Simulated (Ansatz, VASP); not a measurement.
## One calculation of Nb5N, two programs

```
Nb N
1.0
     3.08000    0.00000    0.00000
    -1.54000    2.66736    0.00000
     0.00000    0.00000   11.00000
Nb N
5 1
Direct
  0.33333 0.66667 0.10800
  0.66667 0.33333 0.89200
  0.66667 0.33333 0.30200
  0.33333 0.66667 0.69800
  0.00000 0.00000 0.50000
  0.00000 0.00000 0.00000
```

Alike in both runs: task relaxation of cell and atoms; functional PBE; k mesh 6 × 6 × 2; occupations gaussian, width 0.2 eV; no spin polarisation.

|  | VASP | Ansatz |
| --- | --- | --- |
| version | VASP 6.6.1 | Ansatz 0.2.0 |
| potentials or method | VASP PAW PBE potentials, release 64 (Nb_sv, N), cutoff 600 eV | scalar-relativistic, plane waves, PAW |
| valence electrons in the cell | 70 | 70 |

```csv
,VASP,Ansatz,Ansatz less VASP
"gap on the k mesh at the Fermi level, each at its own relaxed structure (eV)",none,none,-
relaxed volume (Å³/atom),16.26,16.24,-0.020
relaxed cell length with the largest relative difference (Å),11.490,11.452,-0.0385
```

A gap of «none» marks a metal or a gap that the smearing closes.

The k mesh is coarse, so the values compare programs but aren't converged.
